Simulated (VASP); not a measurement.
# MgO in VASP: notebook

The runs below take MgO through single point, relaxation of the atoms, with PBE.

All numbers are computed with VASP 6.6.1; they aren't measurements. Logs are shortened: lines on timing, memory, paths and dates and some standing lists are left out, and cuts for length are marked.

**1. The cell of the first run**

The cell holds a slab with vacuum, 6 atoms: a = 3.009 Å, b = 3.009 Å, c = 19.780 Å, α = 90.00°, β = 90.00°, γ = 90.00°.

**2. Single point, PBE**

INCAR reads:

```
PREC = Accurate
ENCUT = 520
EDIFF = 1E-6
ISMEAR = 0
SIGMA = 0.05
LREAL = F
LASPH = T
NELM = 120
ALGO = Normal
ISIF = 2
LWAVE = F
LCHARG = T
LDIPOL = T
IDIPOL = 3
DIPOL = 0.5 0.5 0.310
GGA = PE
LELF = T
LVHAR = T
LVACPOTAV = T
NBANDS = 21
GGA_COMPAT = F
NELMDL = -8
```

KPOINTS reads:

```
regular mesh
0
Gamma
  9 9 1
```

POSCAR reads:

```
MgO
1.0
    3.0085896333      0.0000000000      0.0000000000
    0.0000000000      3.0085896333      0.0000000000
    0.0000000000      0.0000000000     19.7799623295
Mg O
3 3
Direct
    0.5000000000      0.5000000000      0.2022248543
    0.0000000000      0.0000000000      0.3100331114
    0.5000000000      0.5000000000      0.4161289115
    0.0000000000      0.0000000000      0.2022248543
    0.5000000000      0.5000000000      0.3095409233
    0.0000000000      0.0000000000      0.4186035439
```

Potentials or basis: VASP PAW PBE potentials, release 64 (Mg, O).

The run is started by

```
> cat potpaw_PBE.64/Mg/POTCAR potpaw_PBE.64/O/POTCAR > POTCAR
> mpirun -np 1 vasp_std > vasp.out
```

OUTCAR:

```text
PREC = Accurate
   ENCUT = 520
   EDIFF = 1E-6
   ISMEAR = 0
   LREAL = F
   LASPH = T
   NELM = 120
   ISIF = 2
   GGA = PE
   NELMDL = -8

 ion  position               nearest neighbor table
   1  0.500  0.500  0.202-   5 2.12   4 2.13   4 2.13   4 2.13   4 2.13   2 3.01   2 3.01   2 3.01
                             2 3.01
   2  0.000  0.000  0.310-   5 2.13   5 2.13   5 2.13   5 2.13   4 2.13   6 2.15   3 2.99   3 2.99
                             3 2.99   3 2.99   1 3.01   1 3.01   1 3.01   1 3.01
   3  0.500  0.500  0.416-   5 2.11   6 2.13   6 2.13   6 2.13   6 2.13   2 2.99   2 2.99   2 2.99
                             2 2.99
   4  0.000  0.000  0.202-   1 2.13   1 2.13   1 2.13   1 2.13   2 2.13
   5  0.500  0.500  0.310-   3 2.11   1 2.12   2 2.13   2 2.13   2 2.13   2 2.13
   6  0.000  0.000  0.419-   3 2.13   3 2.13   3 2.13   3 2.13   2 2.15

  LATTYP: Found a simple tetragonal cell.
 ALAT       =     3.0085896333
 C/A-ratio  =     6.5744966048

  Lattice vectors:

 A1 = (   3.0085896333,   0.0000000000,   0.0000000000)
 A2 = (   0.0000000000,   3.0085896333,   0.0000000000)
 A3 = (   0.0000000000,   0.0000000000,  19.7799623295)

Analysis of symmetry for initial positions (statically):
=====================================================================
 Subroutine PRICEL returns:
 Original cell was already a primitive cell.

 Routine SETGRP: Setting up the symmetry group for a
 simple tetragonal supercell.

 Subroutine GETGRP returns: Found  8 space group operations
 (whereof  8 operations were pure point group operations)
 out of a pool of 16 trial point group operations.

The static configuration has the point symmetry C_4v.

Analysis of symmetry for dynamics (positions and initial velocities):
=====================================================================
 Subroutine PRICEL returns:
 Original cell was already a primitive cell.

 Routine SETGRP: Setting up the symmetry group for a
 simple tetragonal supercell.

 Subroutine GETGRP returns: Found  8 space group operations
 (whereof  8 operations were pure point group operations)
 out of a pool of 16 trial point group operations.

The dynamic configuration has the point symmetry C_4v.

 Subroutine INISYM returns: Found  8 space group operations
 (whereof  8 operations are pure point group operations),
 and found     1 'primitive' translations

----------------------------------------------------------------------------------------
[... 97 lines left out ...]
   ISIF   =      2    stress and relaxation
   ISYM   =      2    0-nonsym 1-usesym 2-fastsym
   POTIM  = 0.5000    time-step for ionic-motion
   TEBEG  =    0.0;   TEEND  =   0.0 temperature during run
   PSTRESS=    0.0 pullay stress
   NELECT =      24.0000    total number of electrons
   NUPDOWN=      -1.0000    fix difference up-down
   EMIN   =  10.00;   EMAX   =-10.00  energy-range for DOS
   EFERMI =   0.00;   METHOD = LEGACY
   ISMEAR =     0;   SIGMA  =   0.05  broadening in eV -4-tet -1-fermi 0-gaus
   EFERMI_NEDOS =   21; number of points for ismear=-14 and -15
   IALGO  =     38    algorithm
   IMIX   =      4    mixing-type and parameters
     AMIX     =   0.40;   BMIX     =  1.00
     AMIX_MAG =   1.60;   BMIX_MAG =  1.00
  volume/ion in A,a.u.               =      29.84       201.37
  Fermi-wavevector in a.u.,A,eV,Ry     =   0.837841  1.583289  9.550978  0.701977
  Thomas-Fermi vector in A             =   1.951797
   LORBIT       =      0    0 simple, 1 ext, 2 COOP (PROOUT), +10 PAW based schemes
   GGA     = PE    functional components
   LHFCALC =     F    Hartree Fock is set to
   AEXX    =    0.0000 exact exchange contribution
   IVDW    =     0    specifies the selected vdW correction
   LEPSILON=     F    determine dielectric tensor
   LRPA    =     F    only Hartree local field effects (RPA)
 non-spin polarized calculation
 Gauss-broadening in eV      SIGMA  =   0.05
  energy-cutoff  :      520.00
  volume of cell :      179.04
 maximum number of plane-waves:      4849
 NGX is ok and might be reduce to    24
   NGX = 11   NGY = 11   NGZ = 73

 number of electron      24.0000003 magnetization

 dipolmoment           0.000000      0.000000      0.019983 electrons x Angstroem

 Free energy of the ion-electron system (eV)
  ---------------------------------------------------
  ext. energy  EPLUGINS =         0.00000000
  ---------------------------------------------------
  free energy    TOTEN  =       -34.70002635 eV

  energy without entropy =      -34.70002635  energy(sigma->0) =      -34.70002635

 E-fermi :  -2.2114     XC(G=0):  -4.2932

 val. band max:       -2.4616715869   @ k =   0.0000   0.0000   0.0000
 cond. band min:       0.7711650272   @ k =   0.0000   0.0000   0.0000
 fundamental gap:      3.2328366141
 Fermi energy:        -2.2113819212

 k-point     1 :       0.0000    0.0000    0.0000
  band No.  band energies     occupation
      1     -19.1915      2.00000
      2     -18.4310      2.00000
      3     -18.0431      2.00000
      4      -5.7382      2.00000
      5      -4.3525      2.00000
      6      -3.4519      2.00000
[... 349 lines left out ...]
     20       8.4815      0.00000
     21       9.1342      0.00000

------------------------ aborting loop because EDIFF is reached ----------------------------------------

  FORCE on cell =-STRESS in cart. coord.  units (eV):
  Direction    XX          YY          ZZ          XY          YZ          ZX
  --------------------------------------------------------------------------------------
  -------------------------------------------------------------------------------------
  Total       -4.0512947     -4.0512947     -0.1882307      0.0000000      0.0000000      0.0000000
  in kB      -36.2537595    -36.2537595     -1.6844174      0.0000000      0.0000000      0.0000000
  external PRESSURE =     -24.7306455 kB  Pullay stress =       0.0000000 kB

 VOLUME and BASIS-vectors are now :
 -----------------------------------------------------------------------------
  energy-cutoff  :      520.00
  volume of cell :      179.04
      direct lattice vectors                 reciprocal lattice vectors
     3.008589633  0.000000000  0.000000000     0.332381654  0.000000000  0.000000000
     0.000000000  3.008589633  0.000000000     0.000000000  0.332381654  0.000000000
     0.000000000  0.000000000 19.779962330     0.000000000  0.000000000  0.050556214

 POSITION                                       TOTAL-FORCE (eV/Angst)
 -----------------------------------------------------------------------------------
      1.50429      1.50429      4.00000        -0.000000      0.000000      0.453433
      0.00000      0.00000      6.13244        -0.000000     -0.000000     -0.020022
      1.50429      1.50429      8.23101        -0.000000     -0.000000     -0.038644
      0.00000      0.00000      4.00000        -0.000000     -0.000000     -0.428068
      1.50429      1.50429      6.12271        -0.000000     -0.000000      0.027094
      0.00000      0.00000      8.27996         0.000000     -0.000000      0.006207
 -----------------------------------------------------------------------------------
    total drift:                                0.000000      0.000000     -0.001250

  FREE ENERGIE OF THE ION-ELECTRON SYSTEM (eV)
  ---------------------------------------------------
  free  energy   TOTEN  =       -34.7000263499 eV

  energy  without entropy=      -34.7000263499  energy(sigma->0) =      -34.70002635

 vacuum level on the upper side and lower side of the slab         2.794         2.394
```

OSZICAR:

```text
N       E                     dE             d eps       ncg     rms          rms(c)
DAV:   1     0.190468529034E+03    0.19047E+03   -0.96964E+03   630   0.891E+02
DAV:   2    -0.132326883100E+02   -0.20370E+03   -0.19320E+03   889   0.219E+02
DAV:   3    -0.404447526699E+02   -0.27212E+02   -0.27055E+02   780   0.901E+01
[... 17 lines left out ...]
DAV:  21    -0.346999266271E+02   -0.18128E-03   -0.38893E-05   734   0.336E-02    0.696E-03
DAV:  22    -0.347000038389E+02   -0.77212E-04   -0.10355E-05   762   0.151E-02    0.349E-03
DAV:  23    -0.347000142771E+02   -0.10438E-04   -0.10094E-06   640   0.658E-03    0.182E-03
DAV:  24    -0.347000257373E+02   -0.11460E-04   -0.14205E-06   587   0.601E-03    0.105E-03
DAV:  25    -0.347000263499E+02   -0.61251E-06   -0.82073E-08   650   0.170E-03
   1 F= -.34700026E+02 E0= -.34700026E+02  d E =-.966049E-14
```

stdout:

```text
POSCAR found type information on POSCAR MgO
 POSCAR found :  2 types and       6 ions
 scaLAPACK will be used
 LDA part: xc-table for (Slater+PW92), standard interpolation
 POSCAR, INCAR and KPOINTS ok, starting setup
 FFT: planning ... GRIDC
 FFT: planning ... GRID_SOFT
 FFT: planning ... GRID
 WAVECAR not read
 entering main loop
 -----------------------------------------------------------------------------
|                                                                             |
|           W    W    AA    RRRRR   N    N  II  N    N   GGGG   !!!           |
|           W    W   A  A   R    R  NN   N  II  NN   N  G    G  !!!           |
|           W    W  A    A  R    R  N N  N  II  N N  N  G       !!!           |
|           W WW W  AAAAAA  RRRRR   N  N N  II  N  N N  G  GGG   !            |
|           WW  WW  A    A  R   R   N   NN  II  N   NN  G    G                |
|           W    W  A    A  R    R  N    N  II  N    N   GGGG   !!!           |
|                                                                             |
|     Did not find any points to average over, which means that no vacuum     |
|     field-free region was found. Please increase the size of  your cell     |
|     in the dimension of the dipole correction to obtain accurate            |
|     workfunction values.                                                    |
|                                                                             |
 -----------------------------------------------------------------------------
```

It took 1.9 min on 1 thread of AMD EPYC 7R43 (Zen 3), shared host; peak memory 0.23 GiB.

Results:

| Quantity | Value |
| --- | --- |
| Free energy | -34.7000 eV |
| Largest force | 0.453 eV/Å |
| Band gap on the k mesh | 3.23 eV |

Forces on the atoms (eV/Å):
```
Mg   0.000  0.000  0.453
Mg   0.000  0.000 -0.020
Mg   0.000  0.000 -0.039
O    0.000  0.000 -0.428
O    0.000  0.000  0.027
O    0.000  0.000  0.006
```

**3. Single point, PBE**

This run uses another cell than the first one.

INCAR reads:

```
SYSTEM = MgO
ALGO     = Normal         ! electronic algorithm
DIPOL    = 0.5 0.5 0.500
EDIFF    = 1E-6           ! SCF threshold, eV
ENCUT    = 520            ! plane-wave cutoff, eV
GGA      = PE             ! functional
IDIPOL   = 3            
ISIF     = 2              ! what is computed and relaxed
ISMEAR   = 0              ! smearing method
LASPH    = .TRUE.         ! aspherical terms in the spheres
LCHARG   = .TRUE.         ! write CHGCAR
LDIPOL   = .TRUE.       
LELF     = .TRUE.         ! ELF
LREAL    = .FALSE.        ! projectors in reciprocal space
LVACPOTAV= .TRUE.       
LVHAR    = .TRUE.       
LWAVE    = .FALSE.        ! write WAVECAR
NBANDS   = 21             ! bands
NELM     = 60             ! most SCF steps
PREC     = Accurate       ! precision mode
SIGMA    = 0.05           ! smearing width, eV
```

KPOINTS reads:

```
k-points
0
G
  9 9 1
  0 0 0
```

POSCAR reads:

```
MgO
1.0
    3.0085896345      0.0000000000      0.0000000000
    0.0000000000      3.0085896345      0.0000000000
    0.0000000000      0.0000000000     18.2547882647
Mg O
3 3
Direct
    0.5000000000      0.5000000000      0.3834610349
    0.0000000000      0.0000000000      0.5002765933
    0.5000000000      0.5000000000      0.6152366197
    0.0000000000      0.0000000000      0.3834610349
    0.5000000000      0.5000000000      0.4997432829
    0.0000000000      0.0000000000      0.6179180052
```

Potentials or basis: VASP PAW PBE potentials, release 64 (Mg, O).

The run is started by

```
> cat potpaw_PBE.64/Mg/POTCAR potpaw_PBE.64/O/POTCAR > POTCAR
> mpirun -np 1 vasp_std > vasp.out
```

Wall time 2.5 min (1 thread of Intel Xeon 8259CL, shared host); peak memory 0.27 GiB.

The run converged. Its results:

- Free energy: -34.6999 eV
- Largest force: 0.453 eV/Å
- Band gap on the k mesh: 3.23 eV

Forces on the atoms (eV/Å):
```
Mg   0.000  0.000  0.453
Mg   0.000  0.000 -0.020
Mg   0.000  0.000 -0.039
O    0.000  0.000 -0.428
O    0.000  0.000  0.027
O    0.000  0.000  0.006
```

Levels at points of the mesh, in eV from the valence-band top:
| k point | band 8 | band 9 | band 10 | band 11 | band 12 | band 13 | band 14 | band 15 | band 16 | band 17 |
| --- | --- | --- | --- | --- | --- | --- | --- | --- | --- | --- |
| (0.00, 0.00, 0.00) | -0.69 | -0.38 | -0.38 | 0.00 | 0.00 | 3.23 | 3.89 | 5.05 | 6.10 | 6.40 |

[end of part 1 of 3]
